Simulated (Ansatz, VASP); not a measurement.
# Two plane-wave programs on B2P5

```
B P
1.0
     3.26704    0.00000    0.00000
    -1.63352    2.82934    0.00000
     0.00000    0.00000   22.78388
B P
4 10
Direct
  0.33333 0.66667 0.11026
  0.00000 0.00000 0.22478
  0.66667 0.33333 0.88974
  0.00000 0.00000 0.77522
  0.00000 0.00000 0.36268
  0.33333 0.66667 0.41647
  0.00000 0.00000 0.63732
  0.66667 0.33333 0.58353
  0.33333 0.66667 0.02408
  0.00000 0.00000 0.13828
  0.66667 0.33333 0.25237
  0.66667 0.33333 0.97592
  0.00000 0.00000 0.86172
  0.33333 0.66667 0.74763
```

Alike in both runs: functional PBE; k mesh 6 × 6 × 1; occupations gaussian, width 0.2 eV; no spin polarisation.

Ansatz relaxed the structure, and its values are those at the end. VASP's run is a single point on that final structure, the one shown.

|  | VASP | Ansatz |
| --- | --- | --- |
| version | VASP 6.6.1 | Ansatz 0.2.0 |
| potentials or method | VASP PAW PBE potentials, release 64 (B, P), cutoff 520 eV | scalar-relativistic, plane waves, PAW |
| valence electrons in the cell | 62 | 62 |

Ansatz gave:

* gap on the k mesh at the Fermi level (eV): none
* pressure (GPa): 0.1
* rms of the force components (eV/Å): 0.005

Task: What did VASP give for the same quantities?

Result: gap on the k mesh at the Fermi level (eV): none; pressure (GPa): -0.1; rms of the force components (eV/Å): 0.031.

A gap of «none» marks a metal or a gap that the smearing closes.

The k mesh is coarse, so the values compare programs but aren't converged.
